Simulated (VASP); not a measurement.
# CaMg3 (P-6m2) in VASP: further runs

The runs below take CaMg3 through single point, relaxation of volume and atoms at fixed shape, with LDA.

Program: VASP 6.6.1. These are calculated values, not measurements. Logs are shortened: lines on timing, memory, paths and dates and some standing lists are left out, and cuts for length are marked.

### Step 1. The cell of the first run

It takes space group P-6m2 (No. 187, hexagonal). The conventional cell has a = 3.331 Å, b = 3.331 Å, c = 10.630 Å, α = 90.00°, β = 90.00°, γ = 120.00°. Ca (site symmetry -6m2) has 6 Ca at 3.33 Å and 6 Mg at 3.40 Å within 4.4 Å. Within 4.2 Å of Mg (site symmetry -6m2) lie 12 Mg at 3.16 to 3.33 Å. Within 4.2 Å of Mg (site symmetry 3m) lie 9 Mg at 3.16 to 3.33 Å and 3 Ca at 3.40 Å.

### Step 2. Single point, LDA

Input file INCAR:

```
PREC = Accurate ; ENCUT = 520
EDIFF = 1E-7 ; ISMEAR = 1
SIGMA = 0.1 ; LREAL = F
LASPH = T ; NELM = 60
ALGO = Normal ; ISIF = 2
LWAVE = F ; LCHARG = T
GGA = CA ; LELF = T
LVHAR = T ; NBANDS = 16
```

Input file KPOINTS:

```
Automatic mesh
0
Gamma
  9 9 3
```

Input file POSCAR:

```
CaMg3
1.0
    3.3306009651      0.0000028203      0.0000000000
   -1.6653029250      2.8843836355      0.0000000000
    0.0000000000      0.0000000000     10.6302337051
Ca Mg
1 3
Direct
    0.0000000000      0.0000000000      0.5000000000
    0.0000000000      0.0000000000      0.0000000000
    0.6666666667      0.3333333333      0.7638053129
    0.6666666667      0.3333333333      0.2361946871
```

Potentials or basis: VASP PAW LDA potentials, release 64 (Ca_sv, Mg).

Started as:

```bash
> cat potpaw_LDA.64/Ca_sv/POTCAR potpaw_LDA.64/Mg/POTCAR > POTCAR
> mpirun -np 1 vasp_std > vasp.out
```

OUTCAR:

```text
PREC = Accurate
   ENCUT = 520
   EDIFF = 1E-7
   ISMEAR = 1
   LREAL = F
   LASPH = T
   NELM = 60
   ISIF = 2
   GGA = CA

 ion  position               nearest neighbor table
   1  0.000  0.000  0.500-   3 3.40   4 3.40   3 3.40   4 3.40   3 3.40   4 3.40
   2  0.000  0.000  0.000-   3 3.16   4 3.16   3 3.16   4 3.16   3 3.16   4 3.16
   3  0.667  0.333  0.764-   2 3.16   2 3.16   2 3.16   1 3.40   1 3.40   1 3.40
   4  0.667  0.333  0.236-   2 3.16   2 3.16   2 3.16   1 3.40   1 3.40   1 3.40

  LATTYP: Found a hexagonal cell.
 ALAT       =     3.3306009651
 C/A-ratio  =     3.1916863703

  Lattice vectors:

 A1 = (   3.3306009651,   0.0000028203,   0.0000000000)
 A2 = (  -1.6653029250,   2.8843836355,   0.0000000000)
 A3 = (   0.0000000000,   0.0000000000,  10.6302337051)

Analysis of symmetry for initial positions (statically):
=====================================================================
 Subroutine PRICEL returns:
 Original cell was already a primitive cell.

 Routine SETGRP: Setting up the symmetry group for a
 hexagonal supercell.

 Subroutine GETGRP returns: Found 12 space group operations
 (whereof 12 operations were pure point group operations)
 out of a pool of 24 trial point group operations.

The static configuration has the point symmetry D_3h.

Analysis of symmetry for dynamics (positions and initial velocities):
=====================================================================
 Subroutine PRICEL returns:
 Original cell was already a primitive cell.

 Routine SETGRP: Setting up the symmetry group for a
 hexagonal supercell.

 Subroutine GETGRP returns: Found 12 space group operations
 (whereof 12 operations were pure point group operations)
 out of a pool of 24 trial point group operations.

The dynamic configuration has the point symmetry D_3h.

 Subroutine INISYM returns: Found 12 space group operations
 (whereof 12 operations are pure point group operations),
 and found     1 'primitive' translations

----------------------------------------------------------------------------------------

                                     Primitive cell

  volume of cell :     102.1218

  direct lattice vectors                    reciprocal lattice vectors
     3.330600965  0.000002820  0.000000000     0.300245968  0.173347429  0.000000000
    -1.665302925  2.884383635  0.000000000    -0.000000294  0.346694351  0.000000000
     0.000000000  0.000000000 10.630233705     0.000000000  0.000000000  0.094071309

  length of vectors
     3.330600965  3.330600965 10.630233705     0.346694351  0.346694351  0.094071309

  position of ions in fractional coordinates (direct lattice)
     0.000000000  0.000000000  0.500000000
     0.000000000  0.000000000  0.000000000
     0.666666667  0.333333333  0.763805313
     0.666666667  0.333333333  0.236194687

  ion indices of the primitive-cell ions
   primitive index   ion index
                 1           1
                 2           2
                 3           3
                 4           4

----------------------------------------------------------------------------------------

 KPOINTS: Automatic mesh

Automatic generation of k-mesh.
 Grid dimensions read from file:
 generate k-points for:    9    9    3

 Generating k-lattice:

  Cartesian coordinates                     Fractional coordinates (reciprocal lattice)
     0.033360663  0.019260825  0.000000000     0.111111111  0.000000000  0.000000000
    -0.000000033  0.038521595  0.000000000     0.000000000  0.111111111  0.000000000
     0.000000000  0.000000000  0.031357103     0.000000000  0.000000000  0.333333333

  Length of vectors
     0.038521595  0.038521595  0.031357103

  Shift w.r.t. Gamma in fractional coordinates (k-lattice)
     0.000000000  0.000000000  0.000000000

 Subroutine IBZKPT returns following result:
 ===========================================

 Found     24 irreducible k-points:

 Following reciprocal coordinates:
            Coordinates               Weight
  0.000000  0.000000  0.000000      1.000000
  0.111111  0.000000  0.000000      6.000000
  0.222222  0.000000  0.000000      6.000000
  0.333333  0.000000  0.000000      6.000000
  0.444444  0.000000  0.000000      6.000000
  0.111111  0.111111  0.000000      6.000000
[... 16 lines left out ...]
  0.333333  0.222222  0.333333     24.000000
  0.333333  0.333333  0.333333      4.000000
   k-points           NKPTS =     24   k-points in BZ     NKDIM =     24   number of bands    NBANDS=     16
   number of dos      NEDOS =    301   number of ions     NIONS =      4
   total plane-waves  NPLWV =  62720
   dimension x,y,z NGX =    28 NGY =   28 NGZ =   80
   dimension x,y,z NGXF=    56 NGYF=   56 NGZF=  160
   ions per type =               1   3
   NGX,Y,Z   is equivalent  to a cutoff of  13.98, 13.98, 12.51 a.u.
   NGXF,Y,Z  is equivalent  to a cutoff of  27.95, 27.95, 25.02 a.u.
 SYSTEM =  unknown system
   PREC   = accura    normal or accurate (medium, high low for compatibility)
   ISTART =      0    job   : 0-new  1-cont  2-samecut
   ICHARG =      2    charge: 1-file 2-atom 10-const
   ISPIN  =      1    spin polarized calculation?
   LNONCOLLINEAR =      F non collinear calculations
   LSORBIT =      F    spin-orbit coupling
   LASPH  =      T    aspherical Exc in radial PAW
   ENCUT  =  520.0 eV  38.22 Ry    6.18 a.u.   6.19  6.19 19.77*2*pi/ulx,y,z
   NELM   =     60;   NELMIN=  2; NELMDL= -5     # of ELM steps
   EDIFF  = 0.1E-06   stopping-criterion for ELM
   LREAL  =      F    real-space projection
   EDIFFG = 0.1E-05   stopping-criterion for IOM
   NSW    =      0    number of steps for IOM
   IBRION =     -1    ionic relax: 0-MD 1-quasi-New 2-CG
   NFREE  =      0    steps in history (QN), initial steepest desc. (CG)
   ISIF   =      2    stress and relaxation
   ISYM   =      2    0-nonsym 1-usesym 2-fastsym
   POTIM  = 0.5000    time-step for ionic-motion
   TEBEG  =    0.0;   TEEND  =   0.0 temperature during run
   PSTRESS=    0.0 pullay stress
   NELECT =      16.0000    total number of electrons
   NUPDOWN=      -1.0000    fix difference up-down
   EMIN   =  10.00;   EMAX   =-10.00  energy-range for DOS
   EFERMI =   0.00;   METHOD = LEGACY
   ISMEAR =     1;   SIGMA  =   0.10  broadening in eV -4-tet -1-fermi 0-gaus
   EFERMI_NEDOS =   21; number of points for ismear=-14 and -15
   IALGO  =     38    algorithm
   IMIX   =      4    mixing-type and parameters
     AMIX     =   0.40;   BMIX     =  1.00
     AMIX_MAG =   1.60;   BMIX_MAG =  1.00
  volume/ion in A,a.u.               =      25.53       172.29
  Fermi-wavevector in a.u.,A,eV,Ry     =   0.882555  1.667788 10.597631  0.778904
  Thomas-Fermi vector in A             =   2.003203
   LORBIT       =      0    0 simple, 1 ext, 2 COOP (PROOUT), +10 PAW based schemes
   GGA     = CA    functional components
   LHFCALC =     F    Hartree Fock is set to
   AEXX    =    0.0000 exact exchange contribution
   IVDW    =     0    specifies the selected vdW correction
   LEPSILON=     F    determine dielectric tensor
   LRPA    =     F    only Hartree local field effects (RPA)
 non-spin polarized calculation
 Methfessel and Paxton  Order N= 1 SIGMA  =   0.10
  energy-cutoff  :      520.00
  volume of cell :      102.12
 maximum number of plane-waves:      2787
 NGX is ok and might be reduce to    28
   NGX = 13   NGY = 13   NGZ = 39

 number of electron      15.9999998 magnetization

 Free energy of the ion-electron system (eV)
  ---------------------------------------------------
  ext. energy  EPLUGINS =         0.00000000
  ---------------------------------------------------
  free energy    TOTEN  =        -7.38850972 eV

  energy without entropy =       -7.38577454  energy(sigma->0) =       -7.38759799

 E-fermi :   2.4494     XC(G=0):  -8.7061

 val. band max:        2.4183917018   @ k =   0.3333   0.1111   0.3333
 cond. band min:       2.4668808696   @ k =   0.2222   0.1111   0.0000
 fundamental gap:      0.0484891678
 Fermi energy:         2.4493966465

 k-point     1 :       0.0000    0.0000    0.0000
  band No.  band energies     occupation
      1     -38.2816      2.00000
      2     -19.5765      2.00000
      3     -19.3776      2.00000
      4     -19.3776      2.00000
      5      -3.8556      2.00000
      6      -2.5181      2.00000
[... 8 lines left out ...]
     15       8.1310      0.00000
     16      10.5578      0.00000

 k-point     2 :       0.1111    0.0000    0.0000
  band No.  band energies     occupation
      1     -38.2726      2.00000
      2     -19.5658      2.00000
      3     -19.4433      2.00000
      4     -19.3921      2.00000
      5      -3.6299      2.00000
      6      -2.3083      2.00000
[... 8 lines left out ...]
     15       8.6844      0.00000
     16       9.6907      0.00000

 k-point     3 :       0.2222    0.0000    0.0000
  band No.  band energies     occupation
      1     -38.2499      2.00000
      2     -19.6063      2.00000
      3     -19.5388      2.00000
      4     -19.4285      2.00000
      5      -2.9588      2.00000
      6      -1.6841      2.00000
[... 8 lines left out ...]
     15       6.8263      0.00000
     16       8.2748      0.00000

 k-point     4 :       0.3333    0.0000    0.0000
  band No.  band energies     occupation
      1     -38.2239      2.00000
      2     -19.7861      2.00000
      3     -19.5078      2.00000
      4     -19.4694      2.00000
      5      -1.8576      2.00000
      6      -0.6637      2.00000
[... 8 lines left out ...]
     15       6.5731      0.00000
     16       7.2193      0.00000

 k-point     5 :       0.4444    0.0000    0.0000
  band No.  band energies     occupation
      1     -38.2069      2.00000
      2     -19.9006      2.00000
      3     -19.4959      2.00000
      4     -19.4875      2.00000
      5      -0.3530      2.00000
      6       0.6972      2.00000
[... 8 lines left out ...]
     15       6.3329      0.00000
     16       7.5585      0.00000

 k-point     6 :       0.1111    0.1111    0.0000
  band No.  band energies     occupation
      1     -38.2568      2.00000
      2     -19.5516      2.00000
      3     -19.5470      2.00000
      4     -19.4235      2.00000
      5      -3.1815      2.00000
      6      -1.8912      2.00000
[... 8 lines left out ...]
     15       8.3331      0.00000
     16       8.4045      0.00000
[... 267 lines left out ...]
 k-point    21 :       0.4444    0.1111    0.3333
  band No.  band energies     occupation
      1     -38.2023      2.00000
      2     -19.8955      2.00000
      3     -19.5409      2.00000
      4     -19.4821      2.00000
      5       0.6628      2.00000
      6       0.7910      2.00000
[... 8 lines left out ...]
     15       6.3590      0.00000
     16       7.0039      0.00000

 k-point    22 :       0.2222    0.2222    0.3333
  band No.  band energies     occupation
      1     -38.2125      2.00000
      2     -19.7938      2.00000
      3     -19.5612      2.00000
      4     -19.4942      2.00000
      5      -1.1605      2.00000
      6      -0.2569      2.00000
[... 8 lines left out ...]
     15       6.1644      0.00000
     16       6.6394      0.00000

 k-point    23 :       0.3333    0.2222    0.3333
  band No.  band energies     occupation
      1     -38.1994      2.00000
      2     -19.8332      2.00000
      3     -19.6320      2.00000
      4     -19.4786      2.00000
      5       0.3224      2.00000
      6       1.1478      2.00000
[... 8 lines left out ...]
     15       5.5927      0.00000
     16       6.3437      0.00000

 k-point    24 :       0.3333    0.3333    0.3333
  band No.  band energies     occupation
      1     -38.1949      2.00000
      2     -19.7535      2.00000
      3     -19.7515      2.00000
      4     -19.4732      2.00000
      5       1.8497      2.00000
      6       2.0159      2.00000
[... 8 lines left out ...]
     15       5.0486      0.00000
     16       6.3030      0.00000

------------------------ aborting loop because EDIFF is reached ----------------------------------------

  FORCE on cell =-STRESS in cart. coord.  units (eV):
  Direction    XX          YY          ZZ          XY          YZ          ZX
  --------------------------------------------------------------------------------------
  -------------------------------------------------------------------------------------
  Total        0.0612125      0.0612125     -0.6020146      0.0000000      0.0000000      0.0000000
  in kB        0.9603562      0.9603562     -9.4449350      0.0000000      0.0000000      0.0000000
  external PRESSURE =      -2.5080742 kB  Pullay stress =       0.0000000 kB

 VOLUME and BASIS-vectors are now :
 -----------------------------------------------------------------------------
  energy-cutoff  :      520.00
  volume of cell :      102.12
      direct lattice vectors                 reciprocal lattice vectors
     3.330600965  0.000002820  0.000000000     0.300245968  0.173347429  0.000000000
    -1.665302925  2.884383635  0.000000000    -0.000000294  0.346694351  0.000000000
     0.000000000  0.000000000 10.630233705     0.000000000  0.000000000  0.094071309

 POSITION                                       TOTAL-FORCE (eV/Angst)
 -----------------------------------------------------------------------------------
      0.00000      0.00000      5.31512         0.000000     -0.000000      0.000000
      0.00000      0.00000      0.00000         0.000000     -0.000000      0.000000
      1.66530      0.96146      8.11943        -0.000000      0.000000      0.012181
      1.66530      0.96146      2.51080        -0.000000      0.000000     -0.012181
 -----------------------------------------------------------------------------------
    total drift:                                0.000000     -0.000000     -0.000000

  FREE ENERGIE OF THE ION-ELECTRON SYSTEM (eV)
  ---------------------------------------------------
  free  energy   TOTEN  =        -7.3885097179 eV

  energy  without entropy=       -7.3857745430  energy(sigma->0) =       -7.38759799
```

Wall time 41 s (1 thread of Intel Xeon Platinum 8375C at 2.90GHz (Ice Lake), shared host); peak memory 0.21 GiB.

What came out:

- Free energy: -7.3885 eV
- Pressure: -0.3 GPa
- Largest force: 0.012 eV/Å
- Band gap on the k mesh: zero (band 8 reaches 2.95 eV, above the bottom of band 9 at 1.61 eV)

Forces on the atoms (eV/Å):
```
Ca   0.000  0.000  0.000
Mg   0.000  0.000  0.000
Mg   0.000  0.000  0.012
Mg   0.000  0.000 -0.012
```

Stress tensor (GPa, compression positive):
```
 0.10  0.00  0.00
 0.00  0.10  0.00
 0.00  0.00 -0.94
```

### Step 3. Relaxation of volume and atoms at fixed shape, LDA

This run uses another cell than the first one, of 27.38 Å³/atom, 1.072 times its volume.

Input file INCAR:

```
SYSTEM = CaMg3
PREC = Accurate
ENCUT = 600
EDIFF = 1E-7
ISMEAR = 1
SIGMA = 0.1
LREAL = .False.
LASPH = .True.
NELM = 100
ALGO = Normal
ISIF = 8
LWAVE = .False.
LCHARG = .False.
IBRION = 2
NSW = 80
EDIFFG = -0.03
```

Input file KPOINTS:

```
regular mesh
0
Gamma
  9 9 3
  0 0 0
```

Input file POSCAR:

```
CaMg3
1.0
    3.4090700000      0.0000000000      0.0000000000
   -1.7045400000      2.9523400000      0.0000000000
    0.0000000000      0.0000000000     10.8806800000
Ca Mg
1 3
Direct
    0.0000000000      0.0000000000      0.5000000000
    0.0000000000      0.0000000000      0.0000000000
    0.6666666667      0.3333333333      0.7645500000
    0.6666666667      0.3333333333      0.2354500000
```

Potentials or basis: VASP PAW LDA potentials, release 64 (Ca_sv, Mg).

Started as:

```bash
> cat potpaw_LDA.64/Ca_sv/POTCAR potpaw_LDA.64/Mg/POTCAR > POTCAR
> mpirun -np 1 vasp_std > vasp.out
```

Run time: 90 s. Hardware: 1 thread of Intel Xeon Platinum 8375C at 2.90GHz (Ice Lake), shared host; peak memory 0.24 GiB.

Results (log left out):

```yaml
Free_energy: -7.3896 eV
Relaxed_volume: 25.35 Å³/atom
Relaxed_cell: a = 3.323 Å, b = 3.323 Å, c = 10.605 Å, α = 90.00°, β = 90.00°, γ = 120.00°
Space_group_after_relaxing_to_0.05_Å: P-6m2 (No. 187)
Energy_gained_by_relaxing: 13.5 meV/atom
Ionic_steps: 3
Pressure_after_relaxing: 0.0 GPa
Largest_force_after_relaxing: 0.006 eV/Å
Band_gap_on_the_k_mesh: zero (band 8 reaches 2.98 eV, above the bottom of band 9 at 1.64 eV)
```

Forces in eV/Å, atoms in the order of the input:
```
Ca   0.000  0.000  0.000
Mg   0.000  0.000  0.000
Mg   0.000  0.000 -0.006
Mg   0.000  0.000  0.006
```

Stress tensor (GPa, compression positive):
```
 0.28  0.00  0.00
 0.00  0.28  0.00
 0.00  0.00 -0.69
```

Step by step:
```
step  energy change (eV)  largest force (eV/Å)  pressure (GPa)  volume (Å³)
   1              0.0000                0.0183           -1.97       109.51
   2             -0.0462                0.0109           -0.81       104.26
   3             -0.0539                0.0058           -0.04       101.40
```

Final structure:
```xyz
4
Lattice="3.3227 0.0000 0.0000 -1.6614 2.8776 0.0000 0.0000 0.0000 10.6051" Properties=species:S:1:pos:R:3 pbc="T T T"
Ca    0.0000    0.0000    5.3025
Mg    0.0000    0.0000    0.0000
Mg    1.6614    0.9592    8.1068
Mg    1.6614    0.9592    2.4983
```

Levels at points of the mesh, in eV from the Fermi level:
```csv
k point,band 4,band 5,band 6,band 7,band 8,band 9,band 10,band 11,band 12
"(0.00, 0.00, 0.00)",-21.81,-6.34,-4.99,-4.21,-0.99,-0.84,2.65,2.94,2.94
```
